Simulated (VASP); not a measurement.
**SnO2: single point with PBEsol**

Crystal: SnO2.

```
CELL_PARAMETERS angstrom
0.00000 2.54245 2.54245
2.54245 0.00000 2.54245
2.54245 2.54245 0.00000
ATOMIC_POSITIONS crystal
Sn 0.00000 0.00000 0.00000
O 0.75000 0.75000 0.75000
O 0.25000 0.25000 0.25000
```

```yaml
Program: VASP 6.6.1
Task: single point
Functional: PBEsol
Potentials_or_basis: VASP PAW PBE potentials, release 64 (Sn_d, O)
Cutoff: 520 eV
k_mesh: 9 × 9 × 9
Occupations: fermi-dirac, width 0.05 eV
Spin: no spin polarisation
Dipole_correction: no
Further_INCAR_settings: ALGO = Normal; EDIFF = 1e-06; NBANDS = 20
```

* Pressure: 0.5 GPa

Levels at points of the mesh, in eV from the Fermi level:
| k point | band 11 | band 12 | band 13 | band 14 | band 15 | band 16 |
| --- | --- | --- | --- | --- | --- | --- |
| (0.00, 0.00, 0.00) | -1.54 | -1.54 | -1.54 | -0.04 | 6.78 | 6.78 |

It took 42 s on 1 thread of Intel Xeon 8259CL (shared host), peak memory 0.17 GiB.

Caveat: the PAW data sets were made with another functional, which shifts forces and pressure a little; spin-orbit coupling is left out, which moves the levels of the heavy elements.
